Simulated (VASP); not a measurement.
A run of VASP 6.6.1 is set up as follows.

The input INCAR:

```
SYSTEM = BN
ALGO = Normal ; EDIFF = 1E-6
ENCUT = 520 ; GGA = PE
ISIF = 2 ; ISMEAR = -1
LASPH = .TRUE. ; LCHARG = .FALSE.
LREAL = .FALSE. ; LWAVE = .FALSE.
NBANDS = 16 ; NELM = 80
PREC = Accurate ; SIGMA = 0.05
```

KPOINTS

```
k-points
0
G
  12 12 6
  0 0 0
```

The input POSCAR:

```
BN
1.0
    2.5360000000      0.0126800000      0.0000000000
   -1.2570188000      2.1899000000      0.0000000000
    0.0000000000      0.0000000000      4.1990000000
B N
2 2
Direct
    0.6666666667      0.3333333333      0.0000000000
    0.3333333333      0.6666666667      0.5000000000
    0.6666666667      0.3333333333      0.3750000000
    0.3333333333      0.6666666667      0.8750000000
```

Potentials or basis: VASP PAW PBE potentials, release 64 (B, N).

Run with:

```sh
$ cat potpaw_PBE.64/B/POTCAR potpaw_PBE.64/N/POTCAR > POTCAR
$ mpirun -np 1 vasp_std > vasp.out
```

Question: Estimate the largest force.

Answer: 0.080 eV/Å.

Question: Estimate the band gap on the k mesh.

Answer: 5.17 eV (least direct gap 8.32 eV).

Forces in eV/Å, atoms in the order of the input:
```
B    0.030 -0.002  0.059
B   -0.030  0.002  0.059
N    0.054 -0.002 -0.059
N   -0.054  0.002 -0.059
```

 Expect the measured gap to be larger: semilocal functionals such as PBE lack the derivative discontinuity.
